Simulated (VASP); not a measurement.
Runs of VASP 6.6.1 on AlCo. It takes space group Pm-3m (No. 221, cubic). The conventional cell has a = 2.819 Å, b = 2.819 Å, c = 2.819 Å, α = 90.00°, β = 90.00°, γ = 90.00°. Within 3.2 Å of Al (site symmetry m-3m) lie 8 Co at 2.44 Å and 6 Al at 2.82 Å. Within 3.2 Å of Co (site symmetry m-3m) lie 8 Al at 2.44 Å and 6 Co at 2.82 Å. 

```csv
spin,fixed moment (μB),pressure (GPa),moment (μB)
"collinear, ferromagnetic start",2.4,(b),2.40
"collinear, ferromagnetic start",1.2,(a),1.20
"collinear, ferromagnetic start",3.0,34.4,3.00
"collinear, ferromagnetic start",1.8,10.6,1.80
"collinear, zero start",0.0,-5.1,0.00
"collinear, ferromagnetic start",0.6,-1.6,0.60
```

Alike in all rows: task single point; level LDA; potentials or basis VASP PAW LDA potentials, release 64 (Al, Co); cell as given; k mesh 6 × 6 × 6, shifted; cutoff (eV) 520; smearing fermi-dirac 0.02 eV.

Question: Fill in the values left out.

Answer: (a) 3.1; (b) 20.8.

Caveats: all runs use coarse meshes; the total moment is fixed, so each spin has its own Fermi level.
